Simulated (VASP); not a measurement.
# Al3BiO: relaxation of cell and atoms with PBE

Al3BiO:

```
Al Bi O
1.0
     4.64345    0.00000    0.00000
     0.00000    4.64345    0.00000
     0.00000    0.00000    4.64345
Al Bi O
3 1 1
Direct
  0.50000 0.50000 0.00000
  0.50000 0.00000 0.50000
  0.00000 0.50000 0.50000
  0.00000 0.00000 0.00000
  0.50000 0.50000 0.50000
```

| Quantity | Value |
| --- | --- |
| Program | VASP 6.6.1 |
| Task | relaxation of cell and atoms |
| Functional | PBE |
| Potentials or basis | VASP PAW PBE potentials, release 64 (Al, Bi_d, O) |
| Cutoff | 600 eV |
| k mesh | 4 × 4 × 4 |
| Occupations | gaussian, width 0.1 eV |
| Spin | no spin polarisation |
| Dipole correction | no |
| Further INCAR settings | ALGO = Normal; EDIFF = 1e-06; IBRION = 2; EDIFFG = -0.04; NSW = 90; ISIF = 3 |

The relaxed volume is 18.16 Å³/atom, the relaxed cell is a = 4.495 Å, b = 4.495 Å, c = 4.495 Å, α = 90.00°, β = 90.00°, γ = 90.00° and the space group after relaxing (to 0.05 Å) is Pm-3m (No. 221). The energy gained by relaxing is 36.0 meV/atom, the ionic steps are 3 and the pressure after relaxing is 0.0 GPa. The band gap on the k mesh is zero (band 15 reaches 7.36 eV, above the bottom of band 16 at 5.75 eV).

Step by step:
```tsv
step	energy change (eV)	largest force (eV/Å)	pressure (GPa)	volume (Å³)
1	0.0000	0.0000	-5.71	100.12
2	-0.1785	0.0000	0.57	90.14
3	-0.1798	0.0000	0.02	90.82
```

Final structure:
```xyz
5
Lattice="4.4950 0.0000 0.0000 0.0000 4.4950 0.0000 0.0000 0.0000 4.4950" Properties=species:S:1:pos:R:3 pbc="T T T"
Al    2.2475    2.2475    0.0000
Al    2.2475    0.0000    2.2475
Al    0.0000    2.2475    2.2475
Bi    0.0000    0.0000    0.0000
O     2.2475    2.2475    2.2475
```

Levels at points of the mesh, in eV from the Fermi level:
```csv
k point,band 12,band 13,band 14,band 15,band 16,band 17,band 18,band 19
"(0.00, 0.00, 0.00)",-1.95,-1.95,-1.63,-1.63,-1.63,3.73,3.73,3.73
"(0.50, 0.00, 0.00)",-1.93,-1.93,-0.91,-0.17,0.60,2.07,2.07,2.84
"(0.50, 0.50, 0.00)",-3.10,-3.10,-0.72,-0.19,1.12,1.12,2.35,2.35
"(0.50, 0.50, 0.50)",-4.62,-4.62,-0.34,-0.34,-0.34,1.32,7.12,7.12
```

Run time: 57 s on 1 thread of Intel(R) Xeon(R) Platinum 8559C (Emerald Rapids), on a shared host, peak memory 0.26 GiB.

Caveat: spin-orbit coupling is left out, which moves the levels of the heavy elements.
